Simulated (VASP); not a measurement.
# Ag (Cmmm) in VASP: notebook, part 2 of 2

VASP 6.6.1. The steps go on from the part before.

## 3. Single point, PBE

This run uses another cell than the first one, of 16.14 Å³/atom, 0.822 times its volume.

INCAR reads:

```
PREC = Accurate
ENCUT = 520
EDIFF = 1E-6
ISMEAR = 0
SIGMA = 0.1
LREAL = False
LASPH = True
NELM = 80
ALGO = Normal
ISIF = 2
LWAVE = False
LCHARG = False
GGA = PE
NBANDS = 12
```

KPOINTS reads:

```
regular mesh
0
Gamma
  6 6 8
```

POSCAR reads:

```
Ag
1.0
    1.6984651100     -1.9196869200      0.0000000000
    1.6984651100      1.9196869200      0.0000000000
    0.0000000000      0.0000000000      2.4752386100
Ag
1
Direct
    0.5000000000      0.5000000000      0.5000000000
```

Potentials or basis: VASP PAW PBE potentials, release 64 (Ag).

The run is started by

```
cat potpaw_PBE.64/Ag/POTCAR > POTCAR
mpirun -np 1 vasp_std > vasp.out
```

OUTCAR:

```text
PREC = Accurate
   ENCUT = 520
   EDIFF = 1E-6
   ISMEAR = 0
   LREAL = False
   LASPH = True
   NELM = 80
   ISIF = 2
   GGA = PE

 ion  position               nearest neighbor table
   1  0.500  0.500  0.500-

  LATTYP: Found a base centered orthorhombic cell.
 ALAT       =     3.3969302200
 B/A-ratio  =     1.1302480744
 C/A-ratio  =     0.7286692542

  Lattice vectors:

 A1 = (   1.6984651100,  -1.9196869200,   0.0000000000)
 A2 = (   1.6984651100,   1.9196869200,   0.0000000000)
 A3 = (   0.0000000000,   0.0000000000,   2.4752386100)

[... 531 lines left out ...]
      6      11.7133      0.00000
      7      13.7359      0.00000
      8      20.2094      0.00000
      9      24.0729      0.00000
     10      29.3288      0.00000
     11      32.0889      0.00000
     12      34.5431      0.00000

 [... further k-points ...]
[... 5 lines left out ...]
  --------------------------------------------------------------------------------------
  -------------------------------------------------------------------------------------
  Total        2.4712436      3.1404659      4.6504021      0.0000000      0.0000000      0.0000000
  in kB      245.2968829    311.7242356    461.6012621      0.0000000      0.0000000      0.0000000
  external PRESSURE =     339.5407936 kB  Pullay stress =       0.0000000 kB

 VOLUME and BASIS-vectors are now :
 -----------------------------------------------------------------------------
  energy-cutoff  :      520.00
  volume of cell :       16.14
      direct lattice vectors                 reciprocal lattice vectors
     1.698465110 -1.919686920  0.000000000     0.294383439 -0.260459138  0.000000000
     1.698465110  1.919686920  0.000000000     0.294383439  0.260459138  0.000000000
     0.000000000  0.000000000  2.475238610     0.000000000  0.000000000  0.404001455

 POSITION                                       TOTAL-FORCE (eV/Angst)
 -----------------------------------------------------------------------------------
      1.69847      0.00000      1.23762         0.000000     -0.000000      0.000000
 -----------------------------------------------------------------------------------
    total drift:                                0.000000      0.000000      0.000000

  FREE ENERGIE OF THE ION-ELECTRON SYSTEM (eV)
  ---------------------------------------------------
  free  energy   TOTEN  =        -2.0347798197 eV

  energy  without entropy=       -2.0323627167  energy(sigma->0) =       -2.03357127
```

stdout:

```text
POSCAR found type information on POSCAR Ag
 POSCAR found :  1 types and       1 ions
 scaLAPACK will be used
 LDA part: xc-table for (Slater+PW92), standard interpolation
 POSCAR, INCAR and KPOINTS ok, starting setup
 FFT: planning ... GRIDC
 FFT: planning ... GRID_SOFT
 FFT: planning ... GRID
 WAVECAR not read
 entering main loop
```

Run time: 4.5 s. Hardware: 1 thread of Intel Xeon 6975P-C (Granite Rapids), shared host; peak memory 0.11 GiB.

Results:

```
Free energy : -2.0348 eV
Pressure    : 34.0 GPa
```

Stress tensor (GPa, compression positive):
```
24.53  0.00  0.00
 0.00 31.17  0.00
 0.00  0.00 46.16
```

Caveat: the k points lie up to 0.41 Å⁻¹ apart.

## 4. Single point, PBE

INCAR reads:

```
ALGO     = Normal         # electronic algorithm
EDIFF    = 1E-6           # SCF threshold, eV
ENCUT    = 520            # plane-wave cutoff, eV
GGA      = PE             # functional
ISIF     = 2              # what is computed and relaxed
ISMEAR   = 0              # smearing method
LASPH    = True           # aspherical terms in the spheres
LCHARG   = False          # write CHGCAR
LREAL    = False          # projectors in reciprocal space
LWAVE    = False          # write WAVECAR
NBANDS   = 12             # bands
NELM     = 60             # most SCF steps
PREC     = Accurate       # precision mode
SIGMA    = 0.1            # smearing width, eV
```

KPOINTS reads:

```
k-points
0
Gamma
  6 6 8
```

POSCAR reads:

```
Ag
1.0
    1.4943703575     -2.3492974201      0.0000000000
    1.4943703575      2.3492974201      0.0000000000
    0.0000000000      0.0000000000      2.7969652341
Ag
1
Direct
    0.5000000000      0.5000000000      0.5000000000
```

The run is started by

```
cat potpaw_PBE.64/Ag/POTCAR > POTCAR
mpirun -np 1 vasp_std > vasp.out
```

It took 5.3 s on 1 thread of Intel Xeon 6975P-C (Granite Rapids), shared host; peak memory 0.14 GiB.

Results (log left out):

* Free energy: -2.4932 eV
* Pressure: -0.1 GPa

Stress tensor (GPa, compression positive):
```
-0.19  0.00  0.00
 0.00  0.07  0.00
 0.00  0.00 -0.16
```

Levels at points of the mesh, in eV from the Fermi level:
```csv
k point,band 2,band 3,band 4,band 5,band 6,band 7,band 8,band 9
"(0.00, 0.00, 0.00)",-5.95,-5.10,-4.19,-3.11,-3.03,12.65,15.67,17.68
"(0.50, 0.00, 0.00)",-5.33,-4.11,-3.20,-2.92,-0.36,2.52,12.98,17.20
"(0.50, 0.50, 0.00)",-5.19,-4.17,-3.43,-2.67,0.36,3.82,10.27,15.89
"(0.00, 0.00, 0.50)",-4.91,-4.04,-3.90,-3.76,-1.10,0.96,18.63,20.13
"(0.50, 0.00, 0.50)",-5.77,-4.07,-2.91,-2.43,3.72,4.36,8.18,9.93
"(0.50, 0.50, 0.50)",-5.63,-4.45,-2.62,-2.42,4.48,5.41,9.58,10.77
```

Caveat: the k points lie up to 0.42 Å⁻¹ apart.

## 5. Relaxation of cell and atoms, PBE

This run uses another cell than the first one, of 16.14 Å³/atom, 0.822 times its volume.

INCAR reads:

```
SYSTEM = Ag
ALGO     = Normal         ! electronic algorithm
EDIFF    = 1E-6           ! SCF threshold, eV
EDIFFG   = -0.04          ! ionic threshold
ENCUT    = 600            ! plane-wave cutoff, eV
GGA      = PE             ! functional
IBRION   = 2              ! ionic algorithm
ISIF     = 3              ! what is computed and relaxed
ISMEAR   = 0              ! smearing method
LASPH    = .True.         ! aspherical terms in the spheres
LCHARG   = .False.        ! write CHGCAR
LREAL    = .False.        ! projectors in reciprocal space
LWAVE    = .False.        ! write WAVECAR
NELM     = 80             ! most SCF steps
NSW      = 90             ! ionic steps
PREC     = Accurate       ! precision mode
SIGMA    = 0.1            ! smearing width, eV
```

KPOINTS reads:

```
k-points
0
Gamma
  6 6 8
  0 0 0
```

POSCAR reads:

```
Ag
1.0
    1.6984651100     -1.9196869200      0.0000000000
    1.6984651100      1.9196869200      0.0000000000
    0.0000000000      0.0000000000      2.4752386100
Ag
1
Direct
    0.5000000000      0.5000000000      0.5000000000
```

The run is started by

```
cat potpaw_PBE.64/Ag/POTCAR > POTCAR
mpirun -np 1 vasp_std > vasp.out
```

Run time: 32 s. Hardware: 1 thread of Intel Xeon 6975P-C (Granite Rapids), shared host; peak memory 0.14 GiB.

Results (log left out):

| Quantity | Value |
| --- | --- |
| Free energy | -2.4872 eV |
| Relaxed volume | 19.39 Å³/atom |
| Relaxed cell | a = 2.834 Å, b = 2.834 Å, c = 2.781 Å, α = 90.00°, β = 90.00°, γ = 119.73° |
| Space group after relaxing (to 0.05 Å) | P6/mmm (No. 191) |
| Energy gained by relaxing | 452.5 meV/atom |
| Ionic steps | 14 |
| Pressure after relaxing | 0.1 GPa |

Stress tensor (GPa, compression positive):
```
0.02 0.00 0.00
0.00 0.03 0.00
0.00 0.00 0.22
```

The path:
| step | energy change (eV) | largest force (eV/Å) | pressure (GPa) | volume (Å³) |
| --- | --- | --- | --- | --- |
| 1 | 0.0000 | 0.0000 | 33.94 | 16.14 |
| 2 | -0.2323 | 0.0000 | -7.83 | 25.47 |
| 3 | -0.3829 | 0.0000 | -0.21 | 20.66 |
| 4 | -0.3828 | 0.0000 | 0.14 | 20.56 |
| 5 | -0.3875 | 0.0000 | 0.15 | 20.53 |
| 6 | -0.4003 | 0.0000 | 0.10 | 20.42 |
| 7 | -0.4214 | 0.0000 | 0.04 | 20.12 |
| 8 | -0.4445 | 0.0000 | 1.50 | 19.21 |
| 9 | -0.4483 | 0.0000 | 0.66 | 19.36 |
| 10 | -0.4493 | 0.0000 | 0.23 | 19.44 |
| 11 | -0.4485 | 0.0000 | -0.43 | 19.60 |
| 12 | -0.4495 | 0.0000 | -0.05 | 19.50 |
| 13 | -0.4510 | 0.0000 | -0.03 | 19.47 |
| 14 | -0.4525 | 0.0000 | 0.09 | 19.39 |

Final structure:
```
Ag
1.0
     1.42263   -2.45060    0.00000
     1.42263    2.45060    0.00000
     0.00000    0.00000    2.78118
Ag
1
Cartesian
  1.4226 0.0000 1.3906
```

Levels at points of the mesh, in eV from the Fermi level:
| k point | band 4 | band 5 | band 6 | band 7 | band 8 | band 9 |
| --- | --- | --- | --- | --- | --- | --- |
| (0.00, 0.00, 0.00) | -4.74 | -3.15 | -3.15 | 12.71 | 15.99 | 18.69 |
| (0.50, 0.00, 0.00) | -3.37 | -2.90 | -0.28 | 2.84 | 12.02 | 17.38 |
| (0.50, 0.50, 0.00) | -3.38 | -2.89 | -0.24 | 2.92 | 11.87 | 17.50 |
| (0.00, 0.00, 0.50) | -3.94 | -3.93 | -1.21 | 0.96 | 18.71 | 21.30 |
| (0.50, 0.00, 0.50) | -2.83 | -2.55 | 3.87 | 4.60 | 8.64 | 10.17 |
| (0.50, 0.50, 0.50) | -2.82 | -2.54 | 3.91 | 4.66 | 8.72 | 10.22 |

Caveat: the k points lie up to 0.43 Å⁻¹ apart in the final cell; the volume moved by over 15 % at a fixed basis, so the end points are rough.

## 6. Overview

| task | cell | k mesh | cutoff (eV) | gap on the mesh (eV) | pressure (GPa) | relaxed volume (Å³/atom) |
| --- | --- | --- | --- | --- | --- | --- |
| relaxation of cell and atoms | relaxed from a = 2.784, b = 2.784, c = 2.797 Å, angles 90.0, 90.0, 115.1°, 1 atom | 22 × 22 × 20 | 600 | none | 0.0 | 19.40 |
| single point | a = 2.563, b = 2.563, c = 2.475 Å, angles 90.0, 90.0, 97.0°, 1 atom | 6 × 6 × 8 | 520 | none | 34.0 | - |
| single point | a = 2.784, b = 2.784, c = 2.797 Å, angles 90.0, 90.0, 115.1°, 1 atom | 6 × 6 × 8 | 520 | none | -0.1 | - |
| relaxation of cell and atoms | relaxed from a = 2.563, b = 2.563, c = 2.475 Å, angles 90.0, 90.0, 97.0°, 1 atom | 6 × 6 × 8 | 600 | none | 0.1 | 19.39 |

Alike in all rows: level PBE; potentials or basis VASP PAW PBE potentials, release 64 (Ag); no spin polarisation; smearing gaussian 0.1 eV.

Caveats: some runs use coarse meshes; the volume moved by over 15 % at a fixed basis, so the end points are rough (some runs).

Total energies depend on the potentials used, so only differences within one code and one set of settings carry meaning.
